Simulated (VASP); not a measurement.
Input of a VASP 6.6.1 run:

INCAR

```
SYSTEM = Rh
PREC     = Accurate       ! precision mode
ENCUT    = 520            ! plane-wave cutoff, eV
EDIFF    = 1E-6           ! SCF threshold, eV
ISMEAR   = -1             ! smearing method
SIGMA    = 0.08           ! smearing width, eV
LREAL    = .FALSE.        ! projectors in reciprocal space
LASPH    = .TRUE.         ! aspherical terms in the spheres
NELM     = 80             ! most SCF steps
ALGO     = Normal         ! electronic algorithm
ISIF     = 2              ! what is computed and relaxed
LWAVE    = .FALSE.        ! write WAVECAR
LCHARG   = .TRUE.         ! write CHGCAR
GGA      = PS             ! functional
LELF     = .TRUE.         ! ELF
LVHAR    = .TRUE.       
NBANDS   = 14             ! bands
```

File KPOINTS:

```
regular mesh
0
G
  18 18 18
  0 0 0
```

POSCAR

```
Rh
1.0
   -1.5132917087      1.5132917087      1.5132917087
    1.5132917087     -1.5132917087      1.5132917087
    1.5132917087      1.5132917087     -1.5132917087
Rh
1
Direct
    0.0000000000      0.0000000000      0.0000000000
```

Potentials or basis: VASP PAW PBE potentials, release 64 (Rh_pv).

Run with:

```bash
$ cat potpaw_PBE.64/Rh_pv/POTCAR > POTCAR
$ mpirun -np 1 vasp_std > vasp.out
```

Question: Predict the pressure.

Answer: 0.8 GPa.

Caveat: the PAW data sets were made with another functional, which shifts forces and pressure a little.
